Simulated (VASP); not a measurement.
Here is a VASP 6.6.1 calculation.

File INCAR:

```
AGGAC    = 1.0          
AGGAX    = 1.0          
ALDAC    = 0.0          
ALDAX    = 1.0          
ALGO     = Normal         # electronic algorithm
EDIFF    = 1E-6           # SCF threshold, eV
ENCUT    = 500            # plane-wave cutoff, eV
GGA      = B5             # functional
GGA_COMPAT= F            
ISIF     = 2              # what is computed and relaxed
ISMEAR   = 0              # smearing method
LASPH    = T              # aspherical terms in the spheres
LCHARG   = F              # write CHGCAR
LREAL    = F              # projectors in reciprocal space
LWAVE    = F              # write WAVECAR
NBANDS   = 17             # bands
NELM     = 120            # most SCF steps
PREC     = Accurate       # precision mode
SIGMA    = 0.01           # smearing width, eV
```

KPOINTS

```
k-points
0
Gamma
  6 6 6
```

POSCAR

```
SnTe
1.0
    0.0000000000      3.1508500000      3.1508500000
    3.1508500000      0.0000000000      3.1508500000
    3.1508500000      3.1508500000      0.0000000000
Sn Te
1 1
Direct
    0.0000000000      0.0000000000      0.0000000000
    0.5000000000      0.5000000000      0.5000000000
```

Potentials or basis: VASP PAW PBE potentials, release 64 (Sn_d, Te).

Run with:

```sh
$ cat potpaw_PBE.64/Sn_d/POTCAR potpaw_PBE.64/Te/POTCAR > POTCAR
$ mpirun -np 1 vasp_std > vasp.out
```

**Question.** Predict the band gap on the k mesh.

**Answer.** 0.06 eV.

**Question.** Predict the pressure.

**Answer.** 6.4 GPa.

Caveat: the cell stands under pressure; the PAW data sets were made with another functional, which shifts forces and pressure a little; spin-orbit coupling is left out, which moves the levels of the heavy elements. A k mesh can miss the band edges.
